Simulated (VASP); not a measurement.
Set up this calculation in VASP 6.6.1, as the native input.

```yaml
Task: single point
Functional: revPBE
Potentials_or_basis: VASP PAW PBE potentials, release 64 (Ga_d, As)
Cutoff: 520 eV
k_mesh: 8 × 8 × 8
Occupations: gaussian, width 0.05 eV
Spin: no spin polarisation
Dipole_correction: no
Further_INCAR_settings: ALGO = Normal; EDIFF = 1e-06; NBANDS = 16
```

The structure of GaAs lies in POSCAR:

```
GaAs
1.0
    0.0000000000      2.8738077489      2.8738077489
    2.8738077489      0.0000000000      2.8738077489
    2.8738077489      2.8738077489      0.0000000000
Ga As
1 1
Direct
    0.0000000000      0.0000000000      0.0000000000
    0.7500000000      0.7500000000      0.7500000000
```

This cell differs from its parent crystal: volume scaled by 0.98.

The input as run:

INCAR

```
PREC = Accurate
ENCUT = 520
EDIFF = 1E-6
ISMEAR = 0
SIGMA = 0.05
LREAL = False
LASPH = True
NELM = 100
ALGO = Normal
ISIF = 2
LWAVE = False
LCHARG = False
GGA = RE
NBANDS = 16
```

KPOINTS

```
regular mesh
0
Gamma
  8 8 8
```

Potentials or basis: VASP PAW PBE potentials, release 64 (Ga_d, As).

Run with:

```console
$ cat potpaw_PBE.64/Ga_d/POTCAR potpaw_PBE.64/As/POTCAR > POTCAR
$ mpirun -np 1 vasp_std > vasp.out
```

It gave:

```json
{"Pressure": "1.4 GPa", "Band gap on the k mesh": "0.25 eV, direct"}
```

Caveat: the PAW data sets were made with another functional, which shifts forces and pressure a little.

Wall time 19 s on 1 thread of AMD EPYC 9R14 (Zen 4), with other jobs on the host, peak memory 0.15 GiB.
